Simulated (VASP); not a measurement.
# CdSe (F-43m) in VASP: single point with PBE

Aim: the single point of CdSe with PBE.

All numbers are computed with VASP 6.6.1; they aren't measurements. Logs are shortened: lines on timing, memory, paths and dates and some standing lists are left out, and cuts for length are marked.

**1. The cell of the first run**

The structure is cubic, space group F-43m (No. 216). Conventional cell: a = 6.181 Å, b = 6.181 Å, c = 6.181 Å, α = 90.00°, β = 90.00°, γ = 90.00°. Cd (site symmetry -43m) has 4 Se at 2.68 Å within 3.5 Å. Within 3.5 Å of Se (site symmetry -43m) lie 4 Cd at 2.68 Å.

**2. Single point, PBE**

INCAR reads:

```
PREC = Accurate
ENCUT = 520
EDIFF = 1E-7
ISMEAR = 0
SIGMA = 0.01
LREAL = False
LASPH = True
NELM = 80
ALGO = Normal
ISIF = 2
LWAVE = False
LCHARG = True
GGA = PE
LELF = True
LVHAR = True
NBANDS = 16
```

KPOINTS reads:

```
regular mesh
0
Gamma
  6 6 6
```

POSCAR reads:

```
CdSe
1.0
    0.0000000000      3.0906045131      3.0906045131
    3.0906045131      0.0000000000      3.0906045131
    3.0906045131      3.0906045131      0.0000000000
Cd Se
1 1
Direct
    0.0000000000      0.0000000000      0.0000000000
    0.7500000000      0.7500000000      0.7500000000
```

Potentials or basis: VASP PAW PBE potentials, release 64 (Cd, Se).

Command:

```sh
cat potpaw_PBE.64/Cd/POTCAR potpaw_PBE.64/Se/POTCAR > POTCAR
mpirun -np 1 vasp_std > vasp.out
```

OUTCAR:

```text
PREC = Accurate
   ENCUT = 520
   EDIFF = 1E-7
   ISMEAR = 0
   LREAL = False
   LASPH = True
   NELM = 80
   ISIF = 2
   GGA = PE

 ion  position               nearest neighbor table
   1  0.000  0.000  0.000-   2 2.68   2 2.68   2 2.68   2 2.68
   2  0.750  0.750  0.750-   1 2.68   1 2.68   1 2.68   1 2.68

  LATTYP: Found a face centered cubic cell.
 ALAT       =     6.1812090262

  Lattice vectors:

 A1 = (   0.0000000000,   3.0906045131,   3.0906045131)
 A2 = (   3.0906045131,   0.0000000000,   3.0906045131)
 A3 = (   3.0906045131,   3.0906045131,   0.0000000000)

Analysis of symmetry for initial positions (statically):
=====================================================================
 Subroutine PRICEL returns:
 Original cell was already a primitive cell.

 Routine SETGRP: Setting up the symmetry group for a
 face centered cubic supercell.

 Subroutine GETGRP returns: Found 24 space group operations
 (whereof 24 operations were pure point group operations)
 out of a pool of 48 trial point group operations.

The static configuration has the point symmetry T_d .

Analysis of symmetry for dynamics (positions and initial velocities):
=====================================================================
 Subroutine PRICEL returns:
 Original cell was already a primitive cell.

 Routine SETGRP: Setting up the symmetry group for a
 face centered cubic supercell.

 Subroutine GETGRP returns: Found 24 space group operations
 (whereof 24 operations were pure point group operations)
 out of a pool of 48 trial point group operations.

The dynamic configuration has the point symmetry T_d .

 Subroutine INISYM returns: Found 24 space group operations
 (whereof 24 operations are pure point group operations),
 and found     1 'primitive' translations

----------------------------------------------------------------------------------------

                                     Primitive cell

  volume of cell :      59.0419

  direct lattice vectors                    reciprocal lattice vectors
     0.000000000  3.090604513  3.090604513    -0.161780648  0.161780648  0.161780648
     3.090604513  0.000000000  3.090604513     0.161780648 -0.161780648  0.161780648
     3.090604513  3.090604513  0.000000000     0.161780648  0.161780648 -0.161780648

  length of vectors
     4.370774818  4.370774818  4.370774818     0.280212302  0.280212302  0.280212302

  position of ions in fractional coordinates (direct lattice)
     0.000000000  0.000000000  0.000000000
     0.750000000  0.750000000  0.750000000

  ion indices of the primitive-cell ions
   primitive index   ion index
                 1           1
                 2           2

----------------------------------------------------------------------------------------

 KPOINTS: regular mesh

Automatic generation of k-mesh.
 Grid dimensions read from file:
 generate k-points for:    6    6    6

 Generating k-lattice:

  Cartesian coordinates                     Fractional coordinates (reciprocal lattice)
    -0.026963441  0.026963441  0.026963441     0.166666667  0.000000000  0.000000000
     0.026963441 -0.026963441  0.026963441     0.000000000  0.166666667  0.000000000
     0.026963441  0.026963441 -0.026963441     0.000000000  0.000000000  0.166666667

  Length of vectors
     0.046702050  0.046702050  0.046702050

  Shift w.r.t. Gamma in fractional coordinates (k-lattice)
     0.000000000  0.000000000  0.000000000

 Subroutine IBZKPT returns following result:
 ===========================================

 Found     16 irreducible k-points:

 Following reciprocal coordinates:
            Coordinates               Weight
  0.000000  0.000000  0.000000      1.000000
  0.166667  0.000000  0.000000      8.000000
  0.333333  0.000000  0.000000      8.000000
  0.500000  0.000000  0.000000      4.000000
  0.166667  0.166667  0.000000      6.000000
  0.333333  0.166667  0.000000     24.000000
[... 8 lines left out ...]
 -0.333333  0.333333  0.166667     24.000000
 -0.333333  0.500000  0.166667     12.000000
   k-points           NKPTS =     16   k-points in BZ     NKDIM =     16   number of bands    NBANDS=     16
   number of dos      NEDOS =    301   number of ions     NIONS =      2
   total plane-waves  NPLWV =  46656
   dimension x,y,z NGX =    36 NGY =   36 NGZ =   36
   dimension x,y,z NGXF=    72 NGYF=   72 NGZF=   72
   ions per type =               1   1
   NGX,Y,Z   is equivalent  to a cutoff of  13.69, 13.69, 13.69 a.u.
   NGXF,Y,Z  is equivalent  to a cutoff of  27.39, 27.39, 27.39 a.u.
 SYSTEM =  unknown system
   PREC   = accura    normal or accurate (medium, high low for compatibility)
   ISTART =      0    job   : 0-new  1-cont  2-samecut
   ICHARG =      2    charge: 1-file 2-atom 10-const
   ISPIN  =      1    spin polarized calculation?
   LNONCOLLINEAR =      F non collinear calculations
   LSORBIT =      F    spin-orbit coupling
   LASPH  =      T    aspherical Exc in radial PAW
   ENCUT  =  520.0 eV  38.22 Ry    6.18 a.u.   8.13  8.13  8.13*2*pi/ulx,y,z
   NELM   =     80;   NELMIN=  2; NELMDL= -5     # of ELM steps
   EDIFF  = 0.1E-06   stopping-criterion for ELM
   LREAL  =      F    real-space projection
   EDIFFG = 0.1E-05   stopping-criterion for IOM
   NSW    =      0    number of steps for IOM
   IBRION =     -1    ionic relax: 0-MD 1-quasi-New 2-CG
   NFREE  =      0    steps in history (QN), initial steepest desc. (CG)
   ISIF   =      2    stress and relaxation
   ISYM   =      2    0-nonsym 1-usesym 2-fastsym
   POTIM  = 0.5000    time-step for ionic-motion
   TEBEG  =    0.0;   TEEND  =   0.0 temperature during run
   PSTRESS=    0.0 pullay stress
   NELECT =      18.0000    total number of electrons
   NUPDOWN=      -1.0000    fix difference up-down
   EMIN   =  10.00;   EMAX   =-10.00  energy-range for DOS
   EFERMI =   0.00;   METHOD = LEGACY
   ISMEAR =     0;   SIGMA  =   0.01  broadening in eV -4-tet -1-fermi 0-gaus
   EFERMI_NEDOS =   21; number of points for ismear=-14 and -15
   IALGO  =     38    algorithm
   IMIX   =      4    mixing-type and parameters
     AMIX     =   0.40;   BMIX     =  1.00
     AMIX_MAG =   1.60;   BMIX_MAG =  1.00
  volume/ion in A,a.u.               =      29.52       199.22
  Fermi-wavevector in a.u.,A,eV,Ry     =   1.101824  2.082145 16.517693  1.214016
  Thomas-Fermi vector in A             =   2.238257
   LORBIT       =      0    0 simple, 1 ext, 2 COOP (PROOUT), +10 PAW based schemes
   GGA     = PE    functional components
   LHFCALC =     F    Hartree Fock is set to
   AEXX    =    0.0000 exact exchange contribution
   IVDW    =     0    specifies the selected vdW correction
   LEPSILON=     F    determine dielectric tensor
   LRPA    =     F    only Hartree local field effects (RPA)
 non-spin polarized calculation
 Gauss-broadening in eV      SIGMA  =   0.01
  energy-cutoff  :      520.00
  volume of cell :       59.04
 maximum number of plane-waves:      1639
 NGX is ok and might be reduce to    36
   NGX = 17   NGY = 17   NGZ = 17

 number of electron      17.9999999 magnetization

 Free energy of the ion-electron system (eV)
  ---------------------------------------------------
  ext. energy  EPLUGINS =         0.00000000
  ---------------------------------------------------
  free energy    TOTEN  =        -5.49432239 eV

  energy without entropy =       -5.49432239  energy(sigma->0) =       -5.49432239

 E-fermi :   0.6147     XC(G=0):  -8.6656

 val. band max:        0.5728510456   @ k =   0.0000   0.0000   0.0000
 cond. band min:       1.0793483792   @ k =   0.0000   0.0000   0.0000
 fundamental gap:      0.5064973335
 Fermi energy:         0.6146642166

 k-point     1 :       0.0000    0.0000    0.0000
  band No.  band energies     occupation
      1     -11.7602      2.00000
      2      -7.2143      2.00000
      3      -7.2143      2.00000
      4      -7.2143      2.00000
      5      -6.8900      2.00000
      6      -6.8900      2.00000
[... 8 lines left out ...]
     15      11.5587      0.00000
     16      11.5587      0.00000

 k-point     2 :       0.1667    0.0000    0.0000
  band No.  band energies     occupation
      1     -11.6783      2.00000
      2      -7.1892      2.00000
      3      -7.1892      2.00000
      4      -7.1317      2.00000
      5      -6.8906      2.00000
      6      -6.8906      2.00000
[... 8 lines left out ...]
     15      10.6376      0.00000
     16      10.9734      0.00000

 k-point     3 :       0.3333    0.0000    0.0000
  band No.  band energies     occupation
      1     -11.5123      2.00000
      2      -7.1473      2.00000
      3      -7.1473      2.00000
      4      -6.8812      2.00000
      5      -6.8812      2.00000
      6      -6.8629      2.00000
[... 8 lines left out ...]
     15      11.0376      0.00000
     16      11.0376      0.00000

 k-point     4 :       0.5000    0.0000    0.0000
  band No.  band energies     occupation
      1     -11.4287      2.00000
      2      -7.1322      2.00000
      3      -7.1322      2.00000
      4      -6.8695      2.00000
      5      -6.8695      2.00000
      6      -6.6297      2.00000
[... 8 lines left out ...]
     15      12.5529      0.00000
     16      12.5529      0.00000
[... 172 lines left out ...]
 k-point    14 :       0.5000    0.3333    0.1667
  band No.  band energies     occupation
      1     -11.4050      2.00000
      2      -7.0869      2.00000
      3      -7.0785      2.00000
      4      -6.9455      2.00000
      5      -6.8667      2.00000
      6      -6.6721      2.00000
[... 8 lines left out ...]
     15      12.4921      0.00000
     16      13.4521      0.00000

 k-point    15 :      -0.3333    0.3333    0.1667
  band No.  band energies     occupation
      1     -11.3511      2.00000
      2      -7.0801      2.00000
      3      -7.0565      2.00000
      4      -6.9163      2.00000
      5      -6.8795      2.00000
      6      -6.5126      2.00000
[... 8 lines left out ...]
     15      12.3006      0.00000
     16      13.3638      0.00000

 k-point    16 :      -0.3333    0.5000    0.1667
  band No.  band energies     occupation
      1     -11.3248      2.00000
      2      -7.0474      2.00000
      3      -7.0355      2.00000
      4      -6.9436      2.00000
      5      -6.8653      2.00000
      6      -6.4904      2.00000
[... 8 lines left out ...]
     15      13.2175      0.00000
     16      13.3260      0.00000

------------------------ aborting loop because EDIFF is reached ----------------------------------------

  FORCE on cell =-STRESS in cart. coord.  units (eV):
  Direction    XX          YY          ZZ          XY          YZ          ZX
  --------------------------------------------------------------------------------------
  -------------------------------------------------------------------------------------
  Total        0.2175873      0.2175873      0.2175873     -0.0000000      0.0000000     -0.0000000
  in kB        5.9045084      5.9045084      5.9045084     -0.0000000      0.0000000     -0.0000000
  external PRESSURE =       5.9045084 kB  Pullay stress =       0.0000000 kB

 VOLUME and BASIS-vectors are now :
 -----------------------------------------------------------------------------
  energy-cutoff  :      520.00
  volume of cell :       59.04
      direct lattice vectors                 reciprocal lattice vectors
     0.000000000  3.090604513  3.090604513    -0.161780648  0.161780648  0.161780648
     3.090604513  0.000000000  3.090604513     0.161780648 -0.161780648  0.161780648
     3.090604513  3.090604513  0.000000000     0.161780648  0.161780648 -0.161780648

 POSITION                                       TOTAL-FORCE (eV/Angst)
 -----------------------------------------------------------------------------------
      0.00000      0.00000      0.00000         0.000000      0.000000      0.000000
      4.63591      4.63591      4.63591        -0.000000     -0.000000     -0.000000
 -----------------------------------------------------------------------------------
    total drift:                                0.000000      0.000000      0.000000

  FREE ENERGIE OF THE ION-ELECTRON SYSTEM (eV)
  ---------------------------------------------------
  free  energy   TOTEN  =        -5.4943223851 eV

  energy  without entropy=       -5.4943223851  energy(sigma->0) =       -5.49432239
```

It took 23 s on 1 thread of AMD EPYC 7R13 (Zen 3), shared host; peak memory 0.17 GiB.

Results:

```
Free energy            : -5.4943 eV
Pressure               : 0.6 GPa
Band gap on the k mesh : 0.51 eV, direct
```

Levels at points of the mesh, in eV from the valence-band top:
```
           k point  band 6  band 7  band 8  band 9  band 10  band 11  band 12  band 13
(0.00, 0.00, 0.00)   -7.46    0.00    0.00    0.00     0.51     5.93     5.93     5.93
(0.50, 0.00, 0.00)   -7.20   -4.12   -0.68   -0.68     2.33     6.43     6.43     7.28
(0.50, 0.50, 0.00)   -7.14   -3.87   -1.69   -1.69     3.22     3.70     8.89     9.93
```
